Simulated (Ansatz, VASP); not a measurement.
BN: VASP beside Ansatz

```
B N
1.0
     2.55394    0.00000    0.00000
    -1.27697    2.21178    0.00000
     0.00000    0.00000    4.22685
B N
2 2
Direct
  0.56494 0.12988 0.10619
  0.33333 0.66667 0.49972
  0.66667 0.33333 0.62528
  0.33333 0.66667 0.12528
```

Alike in both runs: task single point; functional PBE; k mesh 12 × 12 × 6; occupations gaussian, width 0.05 eV; no spin polarisation.

```csv
,VASP,Ansatz
version,VASP 6.6.1,Ansatz 0.2.0
potentials or method,"VASP PAW PBE potentials, release 64 (B, N), cutoff 520 eV","scalar-relativistic, plane waves, PAW"
valence electrons in the cell,16,16
```

|  | VASP | Ansatz | Ansatz less VASP |
| --- | --- | --- | --- |
| gap on the k mesh at the Fermi level (eV) | 2.79 | 2.81 | +0.020 |
| least direct gap on the mesh (eV) | 3.46 | 3.46 | +0.007 |
| rms of the force components (eV/Å) | 18.748 | 18.208 | -0.5403 |

Atom by atom the forces differ by 0.543 eV/Å (rms over components). The functional is the same, so the differences come from potentials, cutoffs and numerics.
